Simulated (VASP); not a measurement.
# MgO (I4mm) in VASP: a series of runs, part 2 of 2

VASP 6.6.1. Earlier steps stand in the parts before.

## 3. Single point, PBEsol

The input, INCAR:

```
SYSTEM = MgO
ALGO     = Normal         ! electronic algorithm
EDIFF    = 1E-6           ! SCF threshold, eV
ENCUT    = 520            ! plane-wave cutoff, eV
GGA      = PS             ! functional
ISIF     = 2              ! what is computed and relaxed
ISMEAR   = 0              ! smearing method
LASPH    = .TRUE.         ! aspherical terms in the spheres
LCHARG   = .FALSE.        ! write CHGCAR
LREAL    = .FALSE.        ! projectors in reciprocal space
LWAVE    = .FALSE.        ! write WAVECAR
NBANDS   = 11             ! bands
NELM     = 60             ! most SCF steps
PREC     = Accurate       ! precision mode
SIGMA    = 0.05           ! smearing width, eV
```

The input, KPOINTS:

```
k-points
0
G
  10 10 10
  0 0 0
```

The input, POSCAR:

```
MgO
1.0
    0.0000000000      2.1351500000      2.1351500000
    2.1351500000      0.0000000000      2.1351500000
    2.1351500000      2.1351500000      0.0000000000
Mg O
1 1
Direct
    0.0000000000      0.0000000000      0.0000000000
    0.4912184156      0.4912184156      0.5087815844
```

Potentials or basis: VASP PAW PBE potentials, release 64 (Mg, O).

On the command line:

```bash
> cat potpaw_PBE.64/Mg/POTCAR potpaw_PBE.64/O/POTCAR > POTCAR
> mpirun -np 1 vasp_std > vasp.out
```

OUTCAR:

```text
SYSTEM = MgO
   EDIFF = 1E-6
   ENCUT = 520
   GGA = PS
   ISIF = 2
   ISMEAR = 0
   LASPH = .TRUE.
   LREAL = .FALSE.
   NELM = 60
   PREC = Accurate

 ion  position               nearest neighbor table
   1  0.000  0.000  0.000-   2 2.10   2 2.14   2 2.14   2 2.14   2 2.14   2 2.17
   2  0.491  0.491  0.509-   1 2.10   1 2.14   1 2.14   1 2.14   1 2.14   1 2.17

  LATTYP: Found a face centered cubic cell.
 ALAT       =     4.2703000000

  Lattice vectors:

 A1 = (   0.0000000000,   2.1351500000,   2.1351500000)
 A2 = (   2.1351500000,   0.0000000000,   2.1351500000)
 A3 = (   2.1351500000,   2.1351500000,   0.0000000000)

Analysis of symmetry for initial positions (statically):
=====================================================================
 Subroutine PRICEL returns:
 Original cell was already a primitive cell.

 Routine SETGRP: Setting up the symmetry group for a
 face centered cubic supercell.

 Subroutine GETGRP returns: Found  8 space group operations
 (whereof  8 operations were pure point group operations)
 out of a pool of 48 trial point group operations.

The static configuration has the point symmetry C_4v.

Analysis of symmetry for dynamics (positions and initial velocities):
[... 163 lines left out ...]
 fundamental gap:      4.2467814904
 Fermi energy:         3.0717499868

 k-point     1 :       0.0000    0.0000    0.0000
  band No.  band energies     occupation
      1     -14.2330      2.00000
      2       2.7619      2.00000
      3       2.7639      2.00000
      4       2.7639      2.00000
      5       7.0107      0.00000
      6      18.1703      0.00000
      7      18.1731      0.00000
      8      18.1731      0.00000
      9      21.9008      0.00000
     10      23.7406      0.00000
     11      23.7436      0.00000
[... 309 lines left out ...]
 k-point    24 :       0.0000   -0.1000    0.1000
  band No.  band energies     occupation
      1     -13.9749      2.00000
      2       1.3965      2.00000
      3       2.4422      2.00000
      4       2.6543      2.00000
      5       8.4494      0.00000
      6      15.8559      0.00000
      7      18.5016      0.00000
      8      18.8244      0.00000
      9      21.5943      0.00000
     10      23.0501      0.00000
     11      24.9202      0.00000

 [... further k-points ...]
[... 5 lines left out ...]
  --------------------------------------------------------------------------------------
  -------------------------------------------------------------------------------------
  Total       -0.7716321     -0.7716321     -0.7198277      0.0000000     -0.0000000      0.0000000
  in kB      -63.5046774    -63.5046774    -59.2412167      0.0000000     -0.0000000      0.0000000
  external PRESSURE =     -62.0835239 kB  Pullay stress =       0.0000000 kB

 VOLUME and BASIS-vectors are now :
 -----------------------------------------------------------------------------
  energy-cutoff  :      520.00
  volume of cell :       19.47
      direct lattice vectors                 reciprocal lattice vectors
     0.000000000  2.135150000  2.135150000    -0.234175585  0.234175585  0.234175585
     2.135150000  0.000000000  2.135150000     0.234175585 -0.234175585  0.234175585
     2.135150000  2.135150000  0.000000000     0.234175585  0.234175585 -0.234175585

 POSITION                                       TOTAL-FORCE (eV/Angst)
 -----------------------------------------------------------------------------------
      0.00000      0.00000      0.00000         0.000000      0.000000     -0.167016
      2.13515      2.13515      2.09765         0.000000      0.000000      0.167016
 -----------------------------------------------------------------------------------
    total drift:                                0.000000      0.000000      0.000114

  FREE ENERGIE OF THE ION-ELECTRON SYSTEM (eV)
  ---------------------------------------------------
  free  energy   TOTEN  =       -12.4937282370 eV

  energy  without entropy=      -12.4937282370  energy(sigma->0) =      -12.49372824
```

stdout:

```text
POSCAR found type information on POSCAR MgO
 POSCAR found :  2 types and       2 ions
 scaLAPACK will be used
 -----------------------------------------------------------------------------
|                                                                             |
|                                                                             |
|     You enforced a specific xc type in the INCAR file but a different       |
|     I HOPE YOU KNOW WHAT YOU ARE DOING!                                     |
|                                                                             |
 -----------------------------------------------------------------------------

 LDA part: xc-table for (Slater+PW92), standard interpolation
 POSCAR, INCAR and KPOINTS ok, starting setup
 FFT: planning ... GRIDC
 FFT: planning ... GRID_SOFT
 FFT: planning ... GRID
 WAVECAR not read
 entering main loop
```

Run time: 28 s. Hardware: 1 thread of Intel Xeon 8259CL, shared host; peak memory 0.15 GiB.

Results:

```
Free energy            : -12.4937 eV
Pressure               : -6.2 GPa
Largest force          : 0.167 eV/Å
Band gap on the k mesh : 4.25 eV, direct
```

Forces in eV/Å, atoms in the order of the input:
```
Mg   0.000  0.000 -0.167
O    0.000  0.000  0.167
```

Caveat: the cell differs from its parent crystal (all O atoms moved +0.037 Å, as atom 2 towards its neighbour atom 1 (Mg) at 2.135 Å); the PAW data sets were made with another functional, which shifts forces and pressure a little.

## 4. Single point, PBEsol

The input, INCAR:

```
PREC = Accurate
ENCUT = 520
EDIFF = 1E-7
ISMEAR = 0
SIGMA = 0.05
LREAL = F
LASPH = T
NELM = 100
ALGO = Normal
ISIF = 2
LWAVE = F
LCHARG = F
GGA = PS
NBANDS = 11
```

The input, KPOINTS:

```
regular mesh
0
Gamma
  10 10 10
```

Changes to POSCAR since step 3:

```diff
@@ -9,2 +9,2 @@
     0.0000000000      0.0000000000      0.0000000000
-    0.4912184156      0.4912184156      0.5087815844
+    0.4970728052      0.4970728052      0.5029271948
```

On the command line:

```bash
> cat potpaw_PBE.64/Mg/POTCAR potpaw_PBE.64/O/POTCAR > POTCAR
> mpirun -np 1 vasp_std > vasp.out
```

It took 32 s on 1 thread of Intel Xeon 8259CL, shared host; peak memory 0.15 GiB.

It converged, with:

```
Free energy            : -12.4965 eV
Pressure               : -6.3 GPa
Largest force          : 0.055 eV/Å
Band gap on the k mesh : 4.25 eV, direct
```

Forces on the atoms (eV/Å):
```
Mg   0.000  0.000 -0.055
O    0.000  0.000  0.055
```

Levels at points of the mesh, in eV from the valence-band top:
| k point | band 2 | band 3 | band 4 | band 5 | band 6 | band 7 |
| --- | --- | --- | --- | --- | --- | --- |
| (0.00, 0.00, 0.00) | 0.00 | 0.00 | 0.00 | 4.25 | 15.40 | 15.40 |
| (0.50, 0.00, 0.00) | -4.50 | -0.62 | -0.62 | 7.49 | 12.04 | 15.76 |
| (0.50, 0.50, 0.00) | -3.98 | -1.31 | -1.31 | 8.87 | 9.44 | 12.54 |
| (0.00, 0.50, 0.50) | -3.98 | -1.31 | -1.31 | 8.87 | 9.44 | 12.54 |

Caveat: the cell differs from its parent crystal (all O atoms moved +0.013 Å, as atom 2 towards its neighbour atom 1 (Mg) at 2.135 Å); the PAW data sets were made with another functional, which shifts forces and pressure a little.
